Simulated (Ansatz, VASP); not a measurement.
**Mg3ZrN2 in VASP and in Ansatz**

Contents of INCAR:

```
SYSTEM = Mg3ZrN2
PREC = Accurate
ENCUT = 520
EDIFF = 1E-6
ISMEAR = 0
SIGMA = 0.1
LREAL = .FALSE.
LASPH = .TRUE.
NELM = 150
ALGO = Normal
ISIF = 2
LWAVE = .FALSE.
LCHARG = .FALSE.
ISPIN = 2
MAGMOM = 0 0 0 1 0 0
LORBIT = 11
LMAXMIX = 4
GGA = PE
NBANDS = 27
```

File KPOINTS:

```
regular mesh
0
G
  6 6 6
  0 0 0
```

Contents of POSCAR:

```
Mg3ZrN2
1.0
   -2.2195514260      2.2195514260      4.5067004584
    2.2195514260     -2.2195514260      4.5067004584
    2.2195514260      2.2195514260     -4.5067004584
Mg Zr N
3 1 2
Direct
    0.7500000000      0.2500000000      0.5000000000
    0.2500000000      0.7500000000      0.5000000000
    0.5000000000      0.5000000000      0.0000000000
    0.0000000000      0.0000000000      0.0000000000
    0.5000000000      0.0000000000      0.5000000000
    0.0000000000      0.5000000000      0.5000000000
```

Input for Ansatz:

```yaml
crystal:
  lattice:
    - [-2.219551426, 2.219551426, 4.5067004584]
    - [2.219551426, -2.219551426, 4.5067004584]
    - [2.219551426, 2.219551426, -4.5067004584]
  atoms:
    - { symbol: Mg, position: [0.75, 0.25, 0.5] }
    - { symbol: Mg, position: [0.25, 0.75, 0.5] }
    - { symbol: Mg, position: [0.5, 0.5, 0.0] }
    - { symbol: Zr, position: [0.0, 0.0, 0.0], spin: 1.0 }
    - { symbol: "N", position: [0.5, 0.0, 0.5] }
    - { symbol: "N", position: [0.0, 0.5, 0.5] }
basis:
  ecutwfc: 420
kpoints:
  mp_grid: { grid: [6, 6, 6] }
hamiltonian:
  xc: pbe
scf:
  occupations: { method: gaussian, width: 0.1 }
  lower_state_search: "off"
output:
  forces: true
  stress: true
  eigenvalues: true
  populations: true
magnetization:
  spin_polarized: true
```

Alike in both runs: task single point; functional PBE; k mesh 6 × 6 × 6; occupations gaussian, width 0.1 eV; collinear spin.

|  | VASP | Ansatz |
| --- | --- | --- |
| version | VASP 6.6.1 | Ansatz 0.2.0 |
| potentials or method | VASP PAW PBE potentials, release 64 (Mg, Zr_sv, N), cutoff 520 eV | scalar-relativistic, plane waves, PAW |
| valence electrons in the cell | 28 | 52 |

```csv
,VASP,Ansatz,Ansatz less VASP
gap on the k mesh at the Fermi level (eV),none,none,-
pressure (GPa),-0.1,0.1,+0.19
"traceless stress, the component that is largest in VASP (GPa)",0.17,0.28,+0.103
net moment per atom (μB),0.00,0.00,0.000
```

A gap of «none» marks a metal or a gap that the smearing closes. VASP's potentials hold 28 valence electrons a cell and Ansatz's 52, so a difference there can come from the potentials and not from the codes. Ansatz's warnings: seeded moment not kept.
